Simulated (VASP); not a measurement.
# AlGaN2 (P-4m2) in VASP: a series of runs, part 2 of 2

VASP 6.6.1. Earlier steps stand in the parts before.

## (4) Relaxation of cell and atoms, LDA, target pressure 20 GPa, at which the enthalpy is minimised

This run uses another cell than the first one, of 9.79 Å³/atom, 0.920 times its volume.

Contents of INCAR:

```
SYSTEM = AlGaN2
ALGO = Normal
EDIFF = 1E-6
EDIFFG = -0.008
ENCUT = 600
GGA = CA
IBRION = 2
ISIF = 3
ISMEAR = 0
LASPH = .TRUE.
LCHARG = .FALSE.
LREAL = .FALSE.
LWAVE = .FALSE.
NELM = 60
NSW = 70
PREC = Accurate
PSTRESS = 200.0
SIGMA = 0.02
```

Contents of KPOINTS:

```
k-points
0
G
  8 8 6
  0 0 0
```

Contents of POSCAR:

```
AlGaN2
1.0
    3.0306759652      0.0000000000      0.0000000000
    0.0000000000      3.0306759652      0.0000000000
    0.0000000000      0.0000000000      4.2624472772
Al Ga N
1 1 2
Direct
    0.5000000000      0.5000000000      0.5000000000
    0.0000000000      0.0000000000      0.0000000000
    0.5000000000      0.0000000000      0.7399319764
    0.0000000000      0.5000000000      0.2600680236
```

Potentials or basis: VASP PAW LDA potentials, release 64 (Al, Ga_d, N).

The run is started by

```bash
$ cat potpaw_LDA.64/Al/POTCAR potpaw_LDA.64/Ga_d/POTCAR potpaw_LDA.64/N/POTCAR > POTCAR
$ mpirun -np 1 vasp_std > vasp.out
```

OUTCAR:

```text
SYSTEM = AlGaN2
   EDIFF = 1E-6
   EDIFFG = -0.008
   ENCUT = 600
   GGA = CA
   IBRION = 2
   ISIF = 3
   ISMEAR = 0
   LASPH = .TRUE.
   LREAL = .FALSE.
   NELM = 60
   NSW = 70
   PREC = Accurate
   PSTRESS = 200.0

 ion  position               nearest neighbor table
   1  0.500  0.500  0.500-   3 1.83   4 1.83   3 1.83   4 1.83   2 3.02   2 3.02   2 3.02   2 3.02
                             2 3.02   2 3.02   2 3.02   2 3.02
   2  0.000  0.000  0.000-   3 1.88   4 1.88   4 1.88   3 1.88   1 3.02   1 3.02   1 3.02   1 3.02
                             1 3.02   1 3.02   1 3.02   1 3.02
   3  0.500  0.000  0.740-   1 1.83   1 1.83   2 1.88   2 1.88
   4  0.000  0.500  0.260-   1 1.83   1 1.83   2 1.88   2 1.88

  LATTYP: Found a simple tetragonal cell.
 ALAT       =     3.0306759652
 C/A-ratio  =     1.4064345137

  Lattice vectors:

 A1 = (   3.0306759652,   0.0000000000,   0.0000000000)
 A2 = (   0.0000000000,   3.0306759652,   0.0000000000)
 A3 = (   0.0000000000,   0.0000000000,   4.2624472772)

Analysis of symmetry for initial positions (statically):
=====================================================================
 Subroutine PRICEL returns:
 Original cell was already a primitive cell.

 Routine SETGRP: Setting up the symmetry group for a
 simple tetragonal supercell.

 Subroutine GETGRP returns: Found  8 space group operations
 (whereof  8 operations were pure point group operations)
 out of a pool of 16 trial point group operations.

The static configuration has the point symmetry D_2d.

Analysis of symmetry for dynamics (positions and initial velocities):
=====================================================================
 Subroutine PRICEL returns:
 Original cell was already a primitive cell.

 Routine SETGRP: Setting up the symmetry group for a
 simple tetragonal supercell.

 Subroutine GETGRP returns: Found  8 space group operations
 (whereof  8 operations were pure point group operations)
 out of a pool of 16 trial point group operations.

[... 126 lines left out ...]
  Fermi-wavevector in a.u.,A,eV,Ry     =   1.428302  2.699099 27.756505  2.040046
  Thomas-Fermi vector in A             =   2.548378
   LORBIT       =      0    0 simple, 1 ext, 2 COOP (PROOUT), +10 PAW based schemes
   GGA     = CA    functional components
   LHFCALC =     F    Hartree Fock is set to
   AEXX    =    0.0000 exact exchange contribution
   IVDW    =     0    specifies the selected vdW correction
   LEPSILON=     F    determine dielectric tensor
   LRPA    =     F    only Hartree local field effects (RPA)
 conjugate gradient relaxation of ions
 non-spin polarized calculation
 Gauss-broadening in eV      SIGMA  =   0.02
  energy-cutoff  :      600.00
  volume of cell :       39.15
 maximum number of plane-waves:      1324
   NGX = 13   NGY = 13   NGZ = 17

--------------------------------------- Ionic step        1  -------------------------------------------

 number of electron      26.0000008 magnetization

 Free energy of the ion-electron system (eV)
  ---------------------------------------------------
  ext. energy  EPLUGINS =         0.00000000
  ---------------------------------------------------
  free energy    TOTEN  =       -30.09063657 eV

  energy without entropy =      -30.09063657  energy(sigma->0) =      -30.09063657

------------------------ aborting loop because EDIFF is reached ----------------------------------------

  FORCE on cell =-STRESS in cart. coord.  units (eV):
  Direction    XX          YY          ZZ          XY          YZ          ZX
  --------------------------------------------------------------------------------------
  -------------------------------------------------------------------------------------
  Total        5.2722507      5.2722507      5.2272276      0.0000000      0.0000000      0.0000000
  in kB      215.7588448    215.7588448    213.9163402      0.0000000      0.0000000      0.0000000
  external PRESSURE =      15.1446766 kB  Pullay stress =     200.0000000 kB
[... 147 lines left out ...]
--------------------------------------- Ionic step        5  -------------------------------------------

 number of electron      26.0000008 magnetization

 Free energy of the ion-electron system (eV)
  ---------------------------------------------------
  ext. energy  EPLUGINS =         0.00000000
  ---------------------------------------------------
  free energy    TOTEN  =       -30.11704106 eV

  energy without entropy =      -30.11704106  energy(sigma->0) =      -30.11704106

 E-fermi :   6.6650     XC(G=0): -12.2361

 val. band max:        6.5150850569   @ k =   0.0000   0.0000   0.0000
 cond. band min:       9.7836402809   @ k =   0.5000   0.5000   0.0000
 fundamental gap:      3.2685552240
 Fermi energy:         6.6649754694

 k-point     1 :       0.0000    0.0000    0.0000
  band No.  band energies     occupation
      1      -9.6503      2.00000
      2      -7.8607      2.00000
      3      -6.6034      2.00000
      4      -6.6034      2.00000
      5      -6.5563      2.00000
      6      -6.3200      2.00000
[... 457 lines left out ...]
      4      -6.4783      2.00000
      5      -6.4597      2.00000
      6      -5.7179      2.00000
[... 9 lines left out ...]
     16      15.1481      0.00000
     17      15.7945      0.00000

 [... further k-points ...]
[... 5 lines left out ...]
  --------------------------------------------------------------------------------------
  -------------------------------------------------------------------------------------
  Total        4.9344521      4.9344521      4.8949688      0.0000000      0.0000000     -0.0000000
  in kB      200.8950046    200.8950046    199.2875294      0.0000000      0.0000000     -0.0000000
  external PRESSURE =       0.3591796 kB  Pullay stress =     200.0000000 kB
[... 23 lines left out ...]
  energy  without entropy=      -30.1170410619  energy(sigma->0) =      -30.11704106

  enthalpy is  TOTEN    =       -25.2045723401 eV   P V=        4.9124687217

 reached required accuracy - stopping structural energy minimisation
```

OSZICAR:

```text
N       E                     dE             d eps       ncg     rms          rms(c)
DAV:   1     0.178480005718E+03    0.17848E+03   -0.14958E+04  2176   0.255E+03
DAV:   2    -0.190723069211E+02   -0.19755E+03   -0.19069E+03  2392   0.437E+02
DAV:   3    -0.349248544395E+02   -0.15853E+02   -0.15734E+02  2439   0.117E+02
DAV:   4    -0.352840876966E+02   -0.35923E+00   -0.35881E+00  2806   0.173E+01
[... 34 lines left out ...]
       N       E                     dE             d eps       ncg     rms          rms(c)
DAV:   1    -0.301170615442E+02    0.71997E-03   -0.59288E-03  2052   0.655E-01    0.294E-02
DAV:   2    -0.301170477167E+02    0.13827E-04   -0.13419E-04  2864   0.190E-01    0.162E-02
DAV:   3    -0.301170412486E+02    0.64682E-05   -0.15600E-05  2900   0.695E-02    0.558E-03
DAV:   4    -0.301170410619E+02    0.18667E-06   -0.39514E-06  2035   0.220E-02
   5 F= -.25204572E+02 E0= -.25204572E+02  d E =-.247754E-04
```

Run time: 50 s. Hardware: 1 thread of Intel Xeon Platinum 8559C (Emerald Rapids), shared host; peak memory 0.18 GiB.

What came out:

* Free energy: -30.1170 eV
* Relaxed volume: 9.84 Å³/atom
* Relaxed cell: a = 3.037 Å, b = 3.037 Å, c = 4.268 Å, α = 90.00°, β = 90.00°, γ = 90.00°
* Space group after relaxing (to 0.05 Å): P-4m2 (No. 115)
* Energy change on relaxing (the enthalpy is what falls): -6.6 meV/atom
* Ionic steps: 5
* Pressure after relaxing: 20.0 GPa
* Band gap on the k mesh: 3.27 eV, indirect (least direct gap 3.57 eV)

Forces on the atoms (eV/Å):
```
Al   0.000  0.000  0.000
Ga   0.000  0.000  0.000
N    0.000  0.000  0.003
N    0.000  0.000 -0.003
```

Step by step:
```csv
step,energy change (eV),largest force (eV/Å),pressure (GPa),volume (Å³)
1,0.0000,0.0597,21.51,39.15
2,-0.0645,0.0363,17.73,39.68
3,-0.0277,0.0200,19.96,39.36
4,-0.0271,0.0204,20.03,39.36
5,-0.0264,0.0029,20.04,39.35
```

Final structure:
```yaml
crystal:
  lattice:
    - [3.03655, 0.00000, 0.00000]
    - [0.00000, 3.03655, 0.00000]
    - [0.00000, 0.00000, 4.26796]
  atoms:
    - { symbol: Al, position: [0.50000, 0.50000, 0.50000] }
    - { symbol: Ga, position: [0.00000, 0.00000, 0.00000] }
    - { symbol: N, position: [0.50000, 0.00000, 0.73948] }
    - { symbol: N, position: [0.00000, 0.50000, 0.26052] }
```

Caveat: the cell is relaxed towards a set pressure, so the enthalpy falls and the energy may rise. A k mesh can miss the band edges.

## (5) Summary

| task | cell | cutoff (eV) | gap on the mesh (eV) | pressure (GPa) |
| --- | --- | --- | --- | --- |
| single point | a = 3.115, b = 3.115, c = 4.384 Å, 4 atoms | 520 | 3.07 | 0.9 |
| relaxation of the atoms | atoms relaxed from a = 3.115, b = 3.115, c = 4.647 Å, 4 atoms | 520 | 2.53 | -10.1 |
| relaxation of cell and atoms | relaxed to 20 GPa from a = 3.031, b = 3.031, c = 4.262 Å, 4 atoms | 600 | 3.27 | 20.0 |

Alike in all rows: level LDA; potentials or basis VASP PAW LDA potentials, release 64 (Al, Ga_d, N); no spin polarisation; k mesh 8 × 8 × 6; smearing gaussian 0.02 eV.

Caveats: the relaxation stopped at its first step, so nothing moved (some runs); the cell is relaxed towards a set pressure, so the enthalpy falls and the energy may rise (some runs).

Absolute energies hang on the potentials; compare differences alone.
